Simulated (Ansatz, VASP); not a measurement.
TiSnS4: VASP beside Ansatz

INCAR

```
  ALGO = Normal
  EDIFF = 1E-6
  EDIFFG = -0.08
  ENCUT = 600
  GGA = PE
  IBRION = 2
  ISIF = 3
  ISMEAR = 0
  ISPIN = 2
  LASPH = True
  LCHARG = False
  LMAXMIX = 4
  LORBIT = 11
  LREAL = False
  LWAVE = False
  MAGMOM = 1 0 0 0 0 0
  NELM = 150
  NSW = 36
  PREC = Accurate
  SIGMA = 0.15
```

Contents of KPOINTS:

```
k-points
0
Gamma
  4 4 1
```

File POSCAR:

```
TiSnS4
1.0
    3.5400000000      0.0000000000      0.0000000000
   -1.7700000000      3.0657299300      0.0000000000
    0.0000000000      0.0000000000     11.9000000000
Ti Sn S
1 1 4
Direct
    0.0000000000      0.0000000000      0.0000000000
    0.0000000000      0.0000000000      0.5000000000
    0.3333333300      0.6666666700      0.1200000000
    0.6666666700      0.3333333300      0.8800000000
    0.6666666700      0.3333333300      0.3750000000
    0.3333333300      0.6666666700      0.6250000000
```

Input for Ansatz:

```yaml
crystal:
  lattice:
    - [3.54, 0.0, 0.0]
    - [-1.77, 3.06572993, 0.0]
    - [0.0, 0.0, 11.9]
  atoms:
    - { symbol: Ti, position: [0.0, 0.0, 0.0], spin: 1.0 }
    - { symbol: Sn, position: [0.0, 0.0, 0.5] }
    - { symbol: S, position: [0.33333333, 0.66666667, 0.12] }
    - { symbol: S, position: [0.66666667, 0.33333333, 0.88] }
    - { symbol: S, position: [0.66666667, 0.33333333, 0.375] }
    - { symbol: S, position: [0.33333333, 0.66666667, 0.625] }
basis:
  ecutwfc: 420
kpoints:
  mp_grid: { grid: [4, 4, 1] }
hamiltonian:
  xc: pbe
scf:
  occupations: { method: gaussian, width: 0.15 }
  lower_state_search: "off"
output:
  forces: true
  stress: true
  eigenvalues: true
  populations: true
magnetization:
  spin_polarized: true
relax:
  adjacent_minimum: "off"
  f_tol: 0.08
  max_steps: 16
  cell: { stress_tol: 0.8 }
```

Alike in both runs: task relaxation of cell and atoms; functional PBE; k mesh 4 × 4 × 1; occupations gaussian, width 0.15 eV; collinear spin.

```csv
,VASP,Ansatz
version,VASP 6.6.1,Ansatz 0.2.0
potentials or method,"VASP PAW PBE potentials, release 64 (Ti_sv, Sn_d, S), cutoff 600 eV","scalar-relativistic, plane waves, PAW"
valence electrons in the cell,50,50
```

VASP gave:

* gap on the k mesh at the Fermi level, each at its own relaxed structure (eV): 0.49
* net moment per atom (μB): 0.00
* relaxed volume (Å³/atom): 24.32
* relaxed length of the cell vector where the two differ most in proportion (Å): 13.018

Problem. Which values does Ansatz return?

Solution. gap on the k mesh at the Fermi level, each at its own relaxed structure (eV): 0.49; net moment per atom (μB): 0.00; relaxed volume (Å³/atom): 23.72; relaxed length of the cell vector where the two differ most in proportion (Å): 12.716.

Ansatz's warnings: seeded moment not kept.

The k mesh is coarse, so the values compare programs but aren't converged.
